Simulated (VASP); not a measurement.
Write the native input for VASP 6.6.1 that does the following.

```yaml
Task: relaxation of cell and atoms
Functional: PBE
Potentials_or_basis: VASP PAW PBE potentials, release 64 (Ca_sv, B)
Cutoff: 600 eV
k_mesh: 14 × 14 × 14
Occupations: gaussian, width 0.1 eV
Spin: no spin polarisation
Dipole_correction: no
Further_INCAR_settings: ALGO = Normal; EDIFF = 1e-07; IBRION = 2; EDIFFG = -0.01; NSW = 80; ISIF = 3
```

The structure of CaB lies in POSCAR:

```
CaB
1.0
    3.2639295597      0.0000000000      0.0000000000
    0.0000000000      3.2639295597      0.0000000000
    0.0000000000      0.0000000000      3.2639295597
Ca B
1 1
Direct
    0.0000000000      0.0000000000      0.0000000000
    0.5000000000      0.5000000000      0.5000000000
```

These files were run (other wordings do the same):

INCAR

```
ALGO = Normal
EDIFF = 1E-7
EDIFFG = -0.01
ENCUT = 600
GGA = PE
IBRION = 2
ISIF = 3
ISMEAR = 0
LASPH = True
LCHARG = False
LREAL = False
LWAVE = False
NELM = 100
NSW = 80
PREC = Accurate
SIGMA = 0.1
```

KPOINTS

```
k-points
0
Gamma
  14 14 14
```

Potentials or basis: VASP PAW PBE potentials, release 64 (Ca_sv, B).

Command:

```sh
$ cat potpaw_PBE.64/Ca_sv/POTCAR potpaw_PBE.64/B/POTCAR > POTCAR
$ mpirun -np 1 vasp_std > vasp.out
```

It gave:

The relaxed volume is 17.45 Å³/atom, the relaxed cell is a = 3.268 Å, b = 3.268 Å, c = 3.268 Å, α = 90.00°, β = 90.00°, γ = 90.00° and the space group after relaxing (to 0.05 Å) is Pm-3m (No. 221). The energy gained by relaxing is 0.1 meV/atom, the ionic steps are 2 and the pressure after relaxing is 0.0 GPa.

It took 44 s on 1 thread of Intel(R) Xeon(R) Platinum 8488C (Sapphire Rapids), with other jobs on the host, peak memory 0.21 GiB.
